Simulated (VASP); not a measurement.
Here is a VASP 6.6.1 calculation.

INCAR

```
  PREC = Accurate
  ENCUT = 520
  EDIFF = 1E-6
  ISMEAR = 0
  SIGMA = 0.1
  LREAL = F
  LASPH = T
  NELM = 60
  ALGO = Fast
  ISIF = 2
  LWAVE = F
  LCHARG = F
  GGA = PS
  NBANDS = 21
```

Contents of KPOINTS:

```
regular mesh
0
Gamma
  24 24 12
```

Contents of POSCAR:

```
Ru
1.0
    2.6894812013      0.0000000000      0.0000000000
   -1.3447406006      2.3291590433      0.0000000000
    0.0000000000      0.0000000000      4.2944624790
Ru
2
Direct
    0.3333333333      0.6666666667      0.2500000000
    0.6666666667      0.3333333333      0.7500000000
```

Potentials or basis: VASP PAW PBE potentials, release 64 (Ru_pv).

Launch:

```bash
$ cat potpaw_PBE.64/Ru_pv/POTCAR > POTCAR
$ mpirun -np 1 vasp_std > vasp.out
```

(1) Estimate the band gap on the k mesh.

(2) Predict the pressure.

Results:

(1) zero (bands 14 and 15 overlap by 3.27 eV).

(2) -3.5 GPa.

Caveat: the cell differs from its parent crystal (strain along c alone, the other axes held: +1.0 %); the cell stands under tension; the PAW data sets were made with another functional, which shifts forces and pressure a little.
